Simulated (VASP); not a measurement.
# BAs (zinc blende) (F-43m) in VASP: vibrations by perturbation theory with LDA

Aim: the vibrations by perturbation theory of BAs (zinc blende) with LDA.

Program: VASP 6.6.1. These are calculated values, not measurements. Logs are shortened: lines on timing, memory, paths and dates and some standing lists are left out, and cuts for length are marked.

## 1. The cell of the first run

Symmetry: F-43m, No. 216, cubic system. The conventional cell has a = 4.778 Å, b = 4.778 Å, c = 4.778 Å, α = 90.00°, β = 90.00°, γ = 90.00°. Within 2.7 Å of B (site symmetry -43m) lie 4 As at 2.07 Å. Within 2.7 Å of As (site symmetry -43m) lie 4 B at 2.07 Å.

## 2. Vibrations by perturbation theory, LDA

File INCAR:

```
PREC     = Accurate       # precision mode
ENCUT    = 520            # plane-wave cutoff, eV
EDIFF    = 1E-8           # SCF threshold, eV
ISMEAR   = 0              # smearing method
SIGMA    = 0.01           # smearing width, eV
LREAL    = F              # projectors in reciprocal space
LASPH    = T              # aspherical terms in the spheres
NELM     = 100            # most SCF steps
ALGO     = Normal         # electronic algorithm
ISIF     = 2              # what is computed and relaxed
LWAVE    = F              # write WAVECAR
LCHARG   = F              # write CHGCAR
IBRION   = 8              # ionic algorithm
NSW      = 1              # ionic steps
LEPSILON = T              # dielectric tensor by DFPT
```

File KPOINTS:

```
regular mesh
0
Gamma
  12 12 12
```

File POSCAR:

```
BAs
1.0
    0.0000000000      2.3890000000      2.3890000000
    2.3890000000      0.0000000000      2.3890000000
    2.3890000000      2.3890000000      0.0000000000
B As
1 1
Direct
    0.0000000000      0.0000000000      0.0000000000
    0.2500000000      0.2500000000      0.2500000000
```

Potentials or basis: VASP PAW LDA potentials, release 64 (B, As).

The run is started by

```sh
$ cat potpaw_LDA.64/B/POTCAR potpaw_LDA.64/As/POTCAR > POTCAR
$ mpirun -np 1 vasp_std > vasp.out
```

OUTCAR:

```text
PREC = Accurate
   ENCUT = 520
   EDIFF = 1E-8
   ISMEAR = 0
   LREAL = F
   LASPH = T
   NELM = 100
   ISIF = 2
   IBRION = 8
   NSW = 1
   LEPSILON = T

 ion  position               nearest neighbor table
   1  0.000  0.000  0.000-   2 2.07   2 2.07   2 2.07   2 2.07
   2  0.250  0.250  0.250-   1 2.07   1 2.07   1 2.07   1 2.07

  LATTYP: Found a face centered cubic cell.
 ALAT       =     4.7780000000

  Lattice vectors:

 A1 = (   0.0000000000,   2.3890000000,   2.3890000000)
 A2 = (   2.3890000000,   0.0000000000,   2.3890000000)
 A3 = (   2.3890000000,   2.3890000000,   0.0000000000)

Analysis of symmetry for initial positions (statically):
=====================================================================
 Subroutine PRICEL returns:
 Original cell was already a primitive cell.

 Routine SETGRP: Setting up the symmetry group for a
 face centered cubic supercell.

 Subroutine GETGRP returns: Found 24 space group operations
 (whereof 24 operations were pure point group operations)
 out of a pool of 48 trial point group operations.

The static configuration has the point symmetry T_d .

Analysis of symmetry for dynamics (positions and initial velocities):
=====================================================================
 Subroutine PRICEL returns:
 Original cell was already a primitive cell.

 Routine SETGRP: Setting up the symmetry group for a
 face centered cubic supercell.

 Subroutine GETGRP returns: Found 24 space group operations
 (whereof 24 operations were pure point group operations)
 out of a pool of 48 trial point group operations.

The dynamic configuration has the point symmetry T_d .

 Subroutine INISYM returns: Found 24 space group operations
 (whereof 24 operations are pure point group operations),
 and found     1 'primitive' translations

----------------------------------------------------------------------------------------

                                     Primitive cell

  volume of cell :      27.2696

  direct lattice vectors                    reciprocal lattice vectors
     0.000000000  2.389000000  2.389000000    -0.209292591  0.209292591  0.209292591
     2.389000000  0.000000000  2.389000000     0.209292591 -0.209292591  0.209292591
     2.389000000  2.389000000  0.000000000     0.209292591  0.209292591 -0.209292591

  length of vectors
     3.378556201  3.378556201  3.378556201     0.362505401  0.362505401  0.362505401

  position of ions in fractional coordinates (direct lattice)
     0.000000000  0.000000000  0.000000000
     0.250000000  0.250000000  0.250000000

  ion indices of the primitive-cell ions
   primitive index   ion index
                 1           1
                 2           2

----------------------------------------------------------------------------------------

 KPOINTS: regular mesh

Automatic generation of k-mesh.
 Grid dimensions read from file:
 generate k-points for:   12   12   12

 Generating k-lattice:

  Cartesian coordinates                     Fractional coordinates (reciprocal lattice)
    -0.017441049  0.017441049  0.017441049     0.083333333  0.000000000  0.000000000
     0.017441049 -0.017441049  0.017441049     0.000000000  0.083333333  0.000000000
     0.017441049  0.017441049 -0.017441049     0.000000000  0.000000000  0.083333333

  Length of vectors
     0.030208783  0.030208783  0.030208783

  Shift w.r.t. Gamma in fractional coordinates (k-lattice)
     0.000000000  0.000000000  0.000000000

 Subroutine IBZKPT returns following result:
 ===========================================

 Found     72 irreducible k-points:
[... 377 lines left out ...]
     2.389000000  2.389000000  0.000000000     0.209292591  0.209292591 -0.209292591

 POSITION                                       TOTAL-FORCE (eV/Angst)
 -----------------------------------------------------------------------------------
      0.00000      0.00000      0.00000         0.000000     -0.000000     -0.000000
      1.19450      1.19450      1.19450         0.000000      0.000000      0.000000
 -----------------------------------------------------------------------------------
    total drift:                               -0.000000     -0.000000     -0.000000

  FREE ENERGIE OF THE ION-ELECTRON SYSTEM (eV)
  ---------------------------------------------------
  free  energy   TOTEN  =       -12.9208860713 eV

  energy  without entropy=      -12.9208860713  energy(sigma->0) =      -12.92088607

 HEAD OF MICROSCOPIC STATIC DIELECTRIC TENSOR (INDEPENDENT PARTICLE, excluding Hartree and local field effects)
 ------------------------------------------------------
          10.206407    -0.000000     0.000000
           0.000000    10.206407     0.000000
           0.000000     0.000000    10.206407
 ------------------------------------------------------

 Free energy of the ion-electron system (eV)
  ---------------------------------------------------
  ---------------------------------------------------
  free energy    TOTEN  =        -0.70396439 eV

  energy without entropy =       -0.70396439

------------------------ aborting loop because EDIFF is reached ----------------------------------------

--------------------------------------- Ionic step        2  -------------------------------------------

------------------------ aborting loop because EDIFF is reached ----------------------------------------

--------------------------------------- Ionic step        3  -------------------------------------------

------------------------ aborting loop because EDIFF is reached ----------------------------------------

 PIEZOELECTRIC TENSOR FIELD DIRECTION 3  (e Angst)
 -----------------------------------------------------------------------------
    -0.00049  0.15347  0.00000           ( -0.00000  0.10061  0.00000)
     0.15347 -0.00049  0.00000           (  0.10061 -0.00000  0.00000)
     0.00000  0.00000  0.00014           (  0.00000  0.00000 -0.00000)

 PIEZOELECTRIC TENSOR FIELD DIRECTION 3  (C/m^2)
 -----------------------------------------------------------------------------
    -0.00029  0.09017  0.00000
     0.09017 -0.00029  0.00000
     0.00000  0.00000  0.00008

--------------------------------------- Ionic step        4  -------------------------------------------

------------------------ aborting loop because EDIFF is reached ----------------------------------------

[... ionic steps 5 to 6 ...]

--------------------------------------- Ionic step        7  -------------------------------------------

 Free energy of the ion-electron system (eV)
  ---------------------------------------------------
  ---------------------------------------------------
  free energy    TOTEN  =        -0.03782434 eV

  energy without entropy =       -0.03782434

------------------------ aborting loop because EDIFF is reached ----------------------------------------

 INTERNAL STRAIN TENSOR  FOR ION    2  DIRECTION 1   (eV/Angst):
 -----------------------------------------------------------------------------
     0.00437  0.00000  0.00000
     0.00000 -0.00035 -6.37999
     0.00000 -6.37999 -0.00035

 MACROSCOPIC STATIC DIELECTRIC TENSOR (including local field effects in DFT)
 ------------------------------------------------------
           9.766763    -0.000000    -0.000000
          -0.000000     9.766763    -0.000000
          -0.000000     0.000000     9.766763
 ------------------------------------------------------

 PIEZOELECTRIC TENSOR (including local field effects)  for field in x, y, z        (e  Angst)
          XX          YY          ZZ          XY          YZ          ZX
  --------------------------------------------------------------------------------
  x     0.00000     0.00000     0.00000     0.00000     0.14906     0.00000
  y     0.00000    -0.00000     0.00000     0.00000     0.00000     0.14906
  z     0.00000     0.00000     0.00000     0.14906     0.00000     0.00000

 PIEZOELECTRIC TENSOR (including local field effects)  for field in x, y, z        (C/m^2)
          XX          YY          ZZ          XY          YZ          ZX
  --------------------------------------------------------------------------------
  x     0.00000     0.00000     0.00000     0.00000     0.08758     0.00000
  y     0.00000    -0.00000     0.00000     0.00000     0.00000     0.08758
  z     0.00000     0.00000     0.00000     0.08758     0.00000     0.00000

 BORN EFFECTIVE CHARGES (including local field effects) (in |e|, cummulative output)
 ---------------------------------------------------------------------------------
 ion    1
    1    -0.49528    -0.00000     0.00000
    2    -0.00000    -0.49528    -0.00000
    3     0.00000    -0.00000    -0.49528
 ion    2
    1     0.49528     0.00000    -0.00000
    2     0.00000     0.49528     0.00000
    3    -0.00000     0.00000     0.49528

 INTERNAL STRAIN TENSOR FOR ION    2 for displacements in x,y,z  (eV/Angst):
          X           Y           Z          XY          YZ          ZX
  --------------------------------------------------------------------------------
  x     0.00000    -0.00000    -0.00000     0.00000    -6.37999     0.00000
  y     0.00000     0.00000     0.00000     0.00000     0.00000    -6.37999
  z    -0.00000    -0.00000     0.00000    -6.37999     0.00000     0.00000

 SECOND DERIVATIVES (NOT SYMMETRIZED)
 ------------------------------------
               1X          1Y          1Z          2X          2Y          2Z
  1X   -16.272219    0.000000    0.000000   16.272219    0.000000    0.000000
  1Y     0.000000  -16.272219    0.000000    0.000000   16.272219    0.000000
  1Z     0.000000    0.000000  -16.272219    0.000000    0.000000   16.272219
  2X    16.276292    0.000000    0.000000  -16.276292    0.000000    0.000000
  2Y     0.000000   16.276292    0.000000    0.000000  -16.276292    0.000000
  2Z     0.000000    0.000000   16.276292    0.000000    0.000000  -16.276292

 Eigenvectors and eigenvalues of the dynamical matrix
 ----------------------------------------------------

   1 f  =   20.517166 THz   128.913154 2PiTHz  684.378979 cm-1    84.852141 meV
             X         Y         Z           dx          dy          dz
      0.000000  0.000000  0.000000     0.892324   -0.278622    0.000000
      1.194500  1.194500  1.194500    -0.339004    0.105852    0.000000
[... 21 lines left out ...]
   6 f/i=    0.000852 THz     0.005355 2PiTHz    0.028430 cm-1     0.003525 meV
             X         Y         Z           dx          dy          dz
      0.000000  0.000000  0.000000     0.012762   -0.101181   -0.340188
      1.194500  1.194500  1.194500     0.033591   -0.266327   -0.895440

--------------------------------------------------------------------------------------------------------

 MACROSCOPIC STATIC DIELECTRIC TENSOR IONIC CONTRIBUTION
 ------------------------------------------------------
           0.100020     0.000000    -0.000000
           0.000000     0.100020     0.000000
          -0.000000     0.000000     0.100020
 ------------------------------------------------------

 ELASTIC MODULI CONTR FROM IONIC RELAXATION (kBar)
 Direction    XX          YY          ZZ          XY          YZ          ZX
 --------------------------------------------------------------------------------
 XX          -0.0000      0.0000      0.0000     -0.0000      0.0000      0.0000
 YY           0.0000     -0.0000      0.0000     -0.0000     -0.0000     -0.0000
 ZZ           0.0000      0.0000     -0.0000      0.0000     -0.0000      0.0000
 XY          -0.0000     -0.0000      0.0000   -154.8809      0.0000      0.0000
 YZ           0.0000     -0.0000     -0.0000      0.0000   -154.8809      0.0000
 ZX           0.0000     -0.0000      0.0000      0.0000      0.0000   -154.8809
 --------------------------------------------------------------------------------

 PIEZOELECTRIC TENSOR IONIC CONTR  for field in x, y, z        (C/m^2)
          XX          YY          ZZ          XY          YZ          ZX
  --------------------------------------------------------------------------------
  x     0.00000    -0.00000    -0.00000     0.00000    -0.11712    -0.00000
  y     0.00000    -0.00000     0.00000    -0.00000    -0.00000    -0.11712
  z    -0.00000    -0.00000     0.00000    -0.11712     0.00000    -0.00000
```

It took 4.5 min on 1 thread of Intel Xeon 6975P-C, shared host; peak memory 0.3 GiB.

Results:

```
Electronic dielectric tensor (diagonal)                 : 9.77
Born charges (mean of the diagonal)                     : B -0.50; As +0.50 e
Highest phonon frequency at Γ, LO-TO splitting left out : 684 cm⁻¹
```

Phonon frequencies in cm⁻¹ (negative: imaginary):
```csv
q point,frequencies
"(0.000, 0.000, 0.000)",0 0 0 684 684 684
```

Electronic dielectric tensor:
```
9.77 0.00 0.00
0.00 9.77 0.00
0.00 0.00 9.77
```

Born effective charge tensors (e):
atom 1, B
```
-0.50  0.00  0.00
 0.00 -0.50  0.00
 0.00  0.00 -0.50
```
atom 2, As
```
0.50 0.00 0.00
0.00 0.50 0.00
0.00 0.00 0.50
```

Caveat: the cell wasn't relaxed at this level first, which shifts response properties.
